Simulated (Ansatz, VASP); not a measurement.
HfO2 in VASP and in Ansatz

INCAR

```
PREC = Accurate
ENCUT = 520
EDIFF = 1E-6
ISMEAR = 0
SIGMA = 0.05
LREAL = F
LASPH = T
NELM = 80
ALGO = Normal
ISIF = 2
LWAVE = F
LCHARG = F
GGA = PE
NBANDS = 56
```

File KPOINTS:

```
Automatic mesh
0
Gamma
  6 6 2
```

POSCAR

```
HfO2
1.0
   -3.6043047991      0.0000000000      0.0000000000
    0.0000000000     -3.6043047991      0.0000000000
   -0.6008376100      0.6008376100     10.5279346079
Hf O
4 8
Direct
    0.4663766100      0.5336233900      0.2017000000
    0.3830266100      0.6169733900      0.7017000000
    0.9247016100      1.0752983900      0.4517000000
    0.8413516100      1.1586483900      0.9517000000
   -0.0497309520      0.5497309520      0.2983260466
   -0.1330809520      0.6330809520      0.7983260466
    0.4408091720      0.0591908280      0.3550739534
    0.3574591720      0.1425408280      0.8550739534
    0.4824841720      0.0175158280      0.1050739534
    0.3991341720      0.1008658280      0.6050739534
   -0.0080559520      0.5080559520      0.0483260466
   -0.0914059520      0.5914059520      0.5483260466
```

Input for Ansatz:

```yaml
crystal:
  lattice:
    - [-3.6043047991, 0.0, 0.0]
    - [0.0, -3.6043047991, 0.0]
    - [-0.60083761, 0.60083761, 10.5279346079]
  atoms:
    - { symbol: Hf, position: [0.46637661, 0.53362339, 0.2017] }
    - { symbol: Hf, position: [0.38302661, 0.61697339, 0.7017] }
    - { symbol: Hf, position: [0.92470161, 1.07529839, 0.4517] }
    - { symbol: Hf, position: [0.84135161, 1.15864839, 0.9517] }
    - { symbol: O, position: [-0.049730952, 0.549730952, 0.2983260466] }
    - { symbol: O, position: [-0.133080952, 0.633080952, 0.7983260466] }
    - { symbol: O, position: [0.440809172, 0.059190828, 0.3550739534] }
    - { symbol: O, position: [0.357459172, 0.142540828, 0.8550739534] }
    - { symbol: O, position: [0.482484172, 0.017515828, 0.1050739534] }
    - { symbol: O, position: [0.399134172, 0.100865828, 0.6050739534] }
    - { symbol: O, position: [-0.008055952, 0.508055952, 0.0483260466] }
    - { symbol: O, position: [-0.091405952, 0.591405952, 0.5483260466] }
basis:
  ecutwfc: 420
kpoints:
  mp_grid: { grid: [6, 6, 2] }
hamiltonian:
  xc: pbe
scf:
  occupations: { method: gaussian, width: 0.05 }
output:
  forces: true
  stress: true
  eigenvalues: true
```

Alike in both runs: task single point; functional PBE; k mesh 6 × 6 × 2; occupations gaussian, width 0.05 eV; no spin polarisation.

|  | VASP | Ansatz |
| --- | --- | --- |
| version | VASP 6.6.1 | Ansatz 0.2.0 |
| potentials or method | VASP PAW PBE potentials, release 64 (Hf_pv, O), cutoff 520 eV | scalar-relativistic, plane waves, PAW |
| valence electrons in the cell | 88 | 152 |

|  | VASP | Ansatz | Ansatz less VASP |
| --- | --- | --- | --- |
| gap on the k mesh at the Fermi level (eV) | 3.76 | 3.78 | +0.023 |
| least direct gap on the mesh (eV) | 4.00 | 4.01 | +0.018 |
| pressure (GPa) | 6.6 | 9.4 | +2.88 |
| traceless stress, the component that is largest in VASP (GPa) | -12.15 | -12.02 | +0.123 |
| rms of the force components (eV/Å) | 2.711 | 2.682 | -0.0287 |

Atom by atom the forces differ by 0.040 eV/Å (rms over components). With one functional, cell and mesh, what is left measures potentials, basis and numerics. VASP's potentials hold 88 valence electrons a cell and Ansatz's 152, so a difference there can come from the potentials and not from the codes.

Neither program's run includes spin-orbit coupling.
